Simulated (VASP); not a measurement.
InAs:

```
CELL_PARAMETERS angstrom
0.00000 3.14623 3.14623
3.14623 0.00000 3.14623
3.14623 3.14623 0.00000
ATOMIC_POSITIONS crystal
In 0.00000 0.00000 0.00000
As 0.25000 0.25000 0.25000
```

This cell differs from its parent crystal: strain +3.0%.

Base run:

```yaml
Program: VASP 6.6.1
Functional: r2SCAN
Potentials_or_basis: VASP PAW PBE potentials, release 64 (In_d, As)
Cutoff: 520 eV
k_mesh: 8 × 8 × 8
Occupations: fermi-dirac, width 0.02 eV
Spin: no spin polarisation
```

Its results: band gap on the k mesh zero (filled and empty bands touch); pressure -4.1 GPa.

**Question.** The run is repeated on the same cell with these changes: functional from r2SCAN to PBE; further incar settings from ALGO = Normal; EDIFF = 1e-07; NBANDS = 16 to ALGO = Normal; EDIFF = 1e-06; NBANDS = 16. What comes out?

**Answer.** Band gap on the k mesh zero (filled and empty bands touch); pressure -2.2 GPa.

Caveats: spin-orbit coupling is left out, which moves the levels of the heavy elements; the PAW data sets were made with another functional, which shifts forces and pressure a little (some runs).
